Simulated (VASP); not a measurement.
# ZrN (Fm-3m) in VASP: a series of runs

The runs below take ZrN through single point, with LDA.

All numbers are computed with VASP 6.6.1; they aren't measurements. Logs are shortened: lines on timing, memory, paths and dates and some standing lists are left out, and cuts for length are marked.

## Step 1: The cell of the first run

Symmetry: Fm-3m, No. 225, cubic system. Conventional cell: a = 4.568 Å, b = 4.568 Å, c = 4.568 Å, α = 90.00°, β = 90.00°, γ = 90.00°. Zr (site symmetry m-3m) has 6 N at 2.28 Å within 3.0 Å. N (site symmetry m-3m) has 6 Zr at 2.28 Å within 3.0 Å.

## Step 2: Single point, LDA

Contents of INCAR:

```
SYSTEM = ZrN
PREC = Accurate ; ENCUT = 600
EDIFF = 1E-6 ; ISMEAR = 0
SIGMA = 0.15 ; LREAL = .False.
LASPH = .True. ; NELM = 120
ALGO = Normal ; ISIF = 2
LWAVE = .False. ; LCHARG = .False.
NBANDS = 16 ; GGA_COMPAT = .False.
```

Contents of KPOINTS:

```
Automatic mesh
0
Gamma
  18 18 18
  0 0 0
```

Contents of POSCAR:

```
ZrN
1.0
    0.0000000000      2.2842300000      2.2842300000
    2.2842300000      0.0000000000      2.2842300000
    2.2842300000      2.2842300000      0.0000000000
Zr N
1 1
Direct
    0.0000000000      0.0000000000      0.0000000000
    0.5000000000      0.5000000000      0.5000000000
```

Potentials or basis: VASP PAW LDA potentials, release 64 (Zr_sv, N).

Started as:

```console
$ cat potpaw_LDA.64/Zr_sv/POTCAR potpaw_LDA.64/N/POTCAR > POTCAR
$ mpirun -np 1 vasp_std > vasp.out
```

OUTCAR:

```text
SYSTEM = ZrN
   PREC = Accurate
   ENCUT = 600
   EDIFF = 1E-6
   ISMEAR = 0
   LREAL = .False.
   LASPH = .True.
   NELM = 120
   ISIF = 2

 ion  position               nearest neighbor table
   1  0.000  0.000  0.000-   2 2.28   2 2.28   2 2.28   2 2.28   2 2.28   2 2.28
   2  0.500  0.500  0.500-   1 2.28   1 2.28   1 2.28   1 2.28   1 2.28   1 2.28

  LATTYP: Found a face centered cubic cell.
 ALAT       =     4.5684600000

  Lattice vectors:

 A1 = (   0.0000000000,   2.2842300000,   2.2842300000)
 A2 = (   2.2842300000,   0.0000000000,   2.2842300000)
 A3 = (   2.2842300000,   2.2842300000,   0.0000000000)

Analysis of symmetry for initial positions (statically):
=====================================================================
 Subroutine PRICEL returns:
 Original cell was already a primitive cell.

 Routine SETGRP: Setting up the symmetry group for a
 face centered cubic supercell.

 Subroutine GETGRP returns: Found 48 space group operations
 (whereof 48 operations were pure point group operations)
 out of a pool of 48 trial point group operations.

The static configuration has the point symmetry O_h .

Analysis of symmetry for dynamics (positions and initial velocities):
=====================================================================
 Subroutine PRICEL returns:
 Original cell was already a primitive cell.

 Routine SETGRP: Setting up the symmetry group for a
 face centered cubic supercell.

 Subroutine GETGRP returns: Found 48 space group operations
 (whereof 48 operations were pure point group operations)
 out of a pool of 48 trial point group operations.

The dynamic configuration has the point symmetry O_h .

 Subroutine INISYM returns: Found 48 space group operations
 (whereof 48 operations are pure point group operations),
 and found     1 'primitive' translations

----------------------------------------------------------------------------------------

                                     Primitive cell

  volume of cell :      23.8369

  direct lattice vectors                    reciprocal lattice vectors
     0.000000000  2.284230000  2.284230000    -0.218892143  0.218892143  0.218892143
     2.284230000  0.000000000  2.284230000     0.218892143 -0.218892143  0.218892143
     2.284230000  2.284230000  0.000000000     0.218892143  0.218892143 -0.218892143

  length of vectors
     3.230389046  3.230389046  3.230389046     0.379132313  0.379132313  0.379132313

  position of ions in fractional coordinates (direct lattice)
     0.000000000  0.000000000  0.000000000
     0.500000000  0.500000000  0.500000000

  ion indices of the primitive-cell ions
   primitive index   ion index
                 1           1
                 2           2

----------------------------------------------------------------------------------------

 KPOINTS: Automatic mesh

Automatic generation of k-mesh.
 Grid dimensions read from file:
 generate k-points for:   18   18   18

 Generating k-lattice:

  Cartesian coordinates                     Fractional coordinates (reciprocal lattice)
    -0.012160675  0.012160675  0.012160675     0.055555556  0.000000000  0.000000000
     0.012160675 -0.012160675  0.012160675     0.000000000  0.055555556  0.000000000
     0.012160675  0.012160675 -0.012160675     0.000000000  0.000000000  0.055555556

  Length of vectors
     0.021062906  0.021062906  0.021062906

  Shift w.r.t. Gamma in fractional coordinates (k-lattice)
     0.000000000  0.000000000  0.000000000

 Subroutine IBZKPT returns following result:
 ===========================================

 Found    195 irreducible k-points:

 Following reciprocal coordinates:
            Coordinates               Weight
  0.000000  0.000000  0.000000      1.000000
  0.055556  0.000000  0.000000      8.000000
  0.111111  0.000000  0.000000      8.000000
  0.166667  0.000000  0.000000      8.000000
  0.222222  0.000000  0.000000      8.000000
  0.277778  0.000000  0.000000      8.000000
[... 16 lines left out ...]
 -0.277778  0.055556  0.000000     24.000000
 -0.222222  0.055556  0.000000     24.000000
 [... further k-points ...]
   k-points           NKPTS =    195   k-points in BZ     NKDIM =    195   number of bands    NBANDS=     16
   number of dos      NEDOS =    301   number of ions     NIONS =      2
   total plane-waves  NPLWV =  21952
   dimension x,y,z NGX =    28 NGY =   28 NGZ =   28
   dimension x,y,z NGXF=    56 NGYF=   56 NGZF=   56
   ions per type =               1   1
   NGX,Y,Z   is equivalent  to a cutoff of  14.41, 14.41, 14.41 a.u.
   NGXF,Y,Z  is equivalent  to a cutoff of  28.82, 28.82, 28.82 a.u.
 SYSTEM =  ZrN
   PREC   = accura    normal or accurate (medium, high low for compatibility)
   ISTART =      0    job   : 0-new  1-cont  2-samecut
   ICHARG =      2    charge: 1-file 2-atom 10-const
   ISPIN  =      1    spin polarized calculation?
   LNONCOLLINEAR =      F non collinear calculations
   LSORBIT =      F    spin-orbit coupling
   LASPH  =      T    aspherical Exc in radial PAW
   ENCUT  =  600.0 eV  44.10 Ry    6.64 a.u.   6.45  6.45  6.45*2*pi/ulx,y,z
   NELM   =    120;   NELMIN=  2; NELMDL= -5     # of ELM steps
   EDIFF  = 0.1E-05   stopping-criterion for ELM
   LREAL  =      F    real-space projection
   EDIFFG = 0.1E-04   stopping-criterion for IOM
   NSW    =      0    number of steps for IOM
   IBRION =     -1    ionic relax: 0-MD 1-quasi-New 2-CG
   NFREE  =      0    steps in history (QN), initial steepest desc. (CG)
   ISIF   =      2    stress and relaxation
   ISYM   =      2    0-nonsym 1-usesym 2-fastsym
   POTIM  = 0.5000    time-step for ionic-motion
   TEBEG  =    0.0;   TEEND  =   0.0 temperature during run
   PSTRESS=    0.0 pullay stress
   NELECT =      17.0000    total number of electrons
   NUPDOWN=      -1.0000    fix difference up-down
   EMIN   =  10.00;   EMAX   =-10.00  energy-range for DOS
   EFERMI =   0.00;   METHOD = LEGACY
   ISMEAR =     0;   SIGMA  =   0.15  broadening in eV -4-tet -1-fermi 0-gaus
   EFERMI_NEDOS =   21; number of points for ismear=-14 and -15
   IALGO  =     38    algorithm
   IMIX   =      4    mixing-type and parameters
     AMIX     =   0.40;   BMIX     =  1.00
     AMIX_MAG =   1.60;   BMIX_MAG =  1.00
  volume/ion in A,a.u.               =      11.92        80.43
  Fermi-wavevector in a.u.,A,eV,Ry     =   1.462653  2.764013 29.107676  2.139354
  Thomas-Fermi vector in A             =   2.578841
   LORBIT       =      0    0 simple, 1 ext, 2 COOP (PROOUT), +10 PAW based schemes
   GGA     = CA    functional components
   LHFCALC =     F    Hartree Fock is set to
   AEXX    =    0.0000 exact exchange contribution
   IVDW    =     0    specifies the selected vdW correction
   LEPSILON=     F    determine dielectric tensor
   LRPA    =     F    only Hartree local field effects (RPA)
 non-spin polarized calculation
 Gauss-broadening in eV      SIGMA  =   0.15
  energy-cutoff  :      600.00
  volume of cell :       23.84
 maximum number of plane-waves:       821
 NGX is ok and might be reduce to    28
   NGX = 13   NGY = 13   NGZ = 13

 number of electron      17.0000000 magnetization

 Free energy of the ion-electron system (eV)
  ---------------------------------------------------
  ext. energy  EPLUGINS =         0.00000000
  ---------------------------------------------------
  free energy    TOTEN  =       -22.40896698 eV

  energy without entropy =      -22.40111978  energy(sigma->0) =      -22.40504338

 E-fermi :  11.8588     XC(G=0): -12.8361

 val. band max:       11.8420422857   @ k =   0.4444   0.2222   0.1111
 cond. band min:      11.9149500347   @ k =  -0.0556   0.0556   0.0000
 fundamental gap:      0.0729077490
 Fermi energy:        11.8587898033

 k-point     1 :       0.0000    0.0000    0.0000
  band No.  band energies     occupation
      1     -37.3682      2.00000
      2     -15.1229      2.00000
      3     -15.1229      2.00000
      4     -15.1229      2.00000
      5      -4.2017      2.00000
      6       9.2292      2.00000
[... 8 lines left out ...]
     15      21.0752      0.00000
     16      34.6779      0.00000

 k-point     2 :       0.0556    0.0000    0.0000
  band No.  band energies     occupation
      1     -37.3637      2.00000
      2     -15.1648      2.00000
      3     -15.1260      2.00000
      4     -15.1260      2.00000
      5      -4.1349      2.00000
      6       8.9478      2.00000
[... 8 lines left out ...]
     15      21.2915      0.00000
     16      33.7689      0.00000

 k-point     3 :       0.1111    0.0000    0.0000
  band No.  band energies     occupation
      1     -37.3506      2.00000
      2     -15.2831      2.00000
      3     -15.1347      2.00000
      4     -15.1347      2.00000
      5      -3.9433      2.00000
      6       8.2832      2.00000
[... 8 lines left out ...]
     15      21.8999      0.00000
     16      32.2446      0.00000

 k-point     4 :       0.1667    0.0000    0.0000
  band No.  band energies     occupation
      1     -37.3305      2.00000
      2     -15.4588      2.00000
      3     -15.1481      2.00000
      4     -15.1481      2.00000
      5      -3.6499      2.00000
      6       7.4710      2.00000
[... 8 lines left out ...]
     15      22.7776      0.00000
     16      30.7808      0.00000

 k-point     5 :       0.2222    0.0000    0.0000
  band No.  band energies     occupation
      1     -37.3056      2.00000
      2     -15.6662      2.00000
      3     -15.1644      2.00000
      4     -15.1644      2.00000
      5      -3.2876      2.00000
      6       6.6388      2.00000
[... 8 lines left out ...]
     15      23.6927      0.00000
     16      29.7118      0.00000

 k-point     6 :       0.2778    0.0000    0.0000
  band No.  band energies     occupation
      1     -37.2790      2.00000
      2     -15.8780      2.00000
      3     -15.1816      2.00000
      4     -15.1816      2.00000
      5      -2.8944      2.00000
      6       5.8569      2.00000
[... 8 lines left out ...]
     15      24.2902      0.00000
     16      28.2721      0.00000

 k-point     7 :       0.3333    0.0000    0.0000
  band No.  band energies     occupation
      1     -37.2538      2.00000
      2     -16.0697      2.00000
      3     -15.1976      2.00000
      4     -15.1976      2.00000
      5      -2.5113      2.00000
      6       5.1742      2.00000
[... 8 lines left out ...]
     15      24.4626      0.00000
     16      26.7411      0.00000

 k-point     8 :       0.3889    0.0000    0.0000
  band No.  band energies     occupation
      1     -37.2332      2.00000
      2     -16.2212      2.00000
      3     -15.2107      2.00000
      4     -15.2107      2.00000
      5      -2.1832      2.00000
      6       4.6347      2.00000
[... 8 lines left out ...]
     15      24.5697      0.00000
     16      25.4404      0.00000

 k-point     9 :       0.4444    0.0000    0.0000
  band No.  band energies     occupation
      1     -37.2197      2.00000
      2     -16.3180      2.00000
      3     -15.2191      2.00000
      4     -15.2191      2.00000
      5      -1.9576      2.00000
      6       4.2836      2.00000
[... 8 lines left out ...]
     15      24.5142      0.00000
     16      24.5142      0.00000
[... 172 lines left out ...]
 k-point    19 :       0.5000    0.0556    0.0000
  band No.  band energies     occupation
      1     -37.2135      2.00000
      2     -16.3333      2.00000
      3     -15.2441      2.00000
      4     -15.2308      2.00000
      5      -1.9386      2.00000
      6       4.2556      2.00000
[... 8 lines left out ...]
     15      24.1857      0.00000
     16      24.2821      0.00000

 k-point    20 :      -0.4444    0.0556    0.0000
  band No.  band energies     occupation
      1     -37.2151      2.00000
      2     -16.3224      2.00000
      3     -15.2506      2.00000
      4     -15.2223      2.00000
      5      -1.9618      2.00000
      6       4.2896      2.00000
[... 8 lines left out ...]
     15      24.1770      0.00000
     16      24.5493      0.00000

 k-point    21 :      -0.3889    0.0556    0.0000
  band No.  band energies     occupation
      1     -37.2257      2.00000
      2     -16.2479      2.00000
      3     -15.2502      2.00000
      4     -15.2087      2.00000
      5      -2.1290      2.00000
      6       4.5436      2.00000
[... 8 lines left out ...]
     15      24.4996      0.00000
     16      24.9330      0.00000

 k-point    22 :      -0.3333    0.0556    0.0000
  band No.  band energies     occupation
      1     -37.2439      2.00000
      2     -16.1167      2.00000
      3     -15.2430      2.00000
      4     -15.1914      2.00000
      5      -2.4092      2.00000
      6       4.9879      2.00000
[... 8 lines left out ...]
     15      24.4913      0.00000
     16      25.8158      0.00000

 k-point    23 :      -0.2778    0.0556    0.0000
  band No.  band energies     occupation
      1     -37.2676      2.00000
      2     -15.9414      2.00000
      3     -15.2298      2.00000
      4     -15.1725      2.00000
      5      -2.7596      2.00000
      6       5.5810      2.00000
[... 8 lines left out ...]
     15      24.4445      0.00000
     16      26.9654      0.00000

 k-point    24 :      -0.2222    0.0556    0.0000
  band No.  band energies     occupation
      1     -37.2937      2.00000
      2     -15.7399      2.00000
      3     -15.2118      2.00000
      4     -15.1543      2.00000
      5      -3.1364      2.00000
      6       6.2794      2.00000
[... 8 lines left out ...]
     15      24.0557      0.00000
     16      28.1773      0.00000

 [... further k-points ...]

------------------------ aborting loop because EDIFF is reached ----------------------------------------

  FORCE on cell =-STRESS in cart. coord.  units (eV):
  Direction    XX          YY          ZZ          XY          YZ          ZX
  --------------------------------------------------------------------------------------
  -------------------------------------------------------------------------------------
  Total       -1.0468834     -1.0468834     -1.0468834     -0.0000000     -0.0000000      0.0000000
  in kB      -70.3654399    -70.3654399    -70.3654399     -0.0000000     -0.0000000      0.0000000
  external PRESSURE =     -70.3654399 kB  Pullay stress =       0.0000000 kB

 VOLUME and BASIS-vectors are now :
 -----------------------------------------------------------------------------
  energy-cutoff  :      600.00
  volume of cell :       23.84
      direct lattice vectors                 reciprocal lattice vectors
     0.000000000  2.284230000  2.284230000    -0.218892143  0.218892143  0.218892143
     2.284230000  0.000000000  2.284230000     0.218892143 -0.218892143  0.218892143
     2.284230000  2.284230000  0.000000000     0.218892143  0.218892143 -0.218892143

 POSITION                                       TOTAL-FORCE (eV/Angst)
 -----------------------------------------------------------------------------------
      0.00000      0.00000      0.00000         0.000000     -0.000000     -0.000000
      2.28423      2.28423      2.28423        -0.000000      0.000000      0.000000
 -----------------------------------------------------------------------------------
    total drift:                                0.000000      0.000000      0.000000

  FREE ENERGIE OF THE ION-ELECTRON SYSTEM (eV)
  ---------------------------------------------------
  free  energy   TOTEN  =       -22.4089669762 eV

  energy  without entropy=      -22.4011197771  energy(sigma->0) =      -22.40504338
```

Wall time 3.4 min (1 thread of AMD EPYC 7R13, shared host); peak memory 0.18 GiB.

Results:

- Free energy: -22.4090 eV
- Pressure: -7.0 GPa

Levels at points of the mesh, in eV from the Fermi level:
| k point | band 6 | band 7 | band 8 | band 9 | band 10 | band 11 | band 12 | band 13 |
| --- | --- | --- | --- | --- | --- | --- | --- | --- |
| (0.00, 0.00, 0.00) | -2.63 | -2.63 | -2.63 | -0.42 | -0.42 | -0.42 | 1.59 | 1.59 |
| (0.50, 0.00, 0.00) | -7.70 | -5.73 | -5.73 | 3.08 | 3.15 | 3.15 | 4.85 | 7.86 |
| (0.50, 0.50, 0.00) | -4.49 | -3.54 | -3.12 | -3.12 | 3.43 | 4.64 | 4.64 | 5.17 |

(Continued in part 2 of 2.)
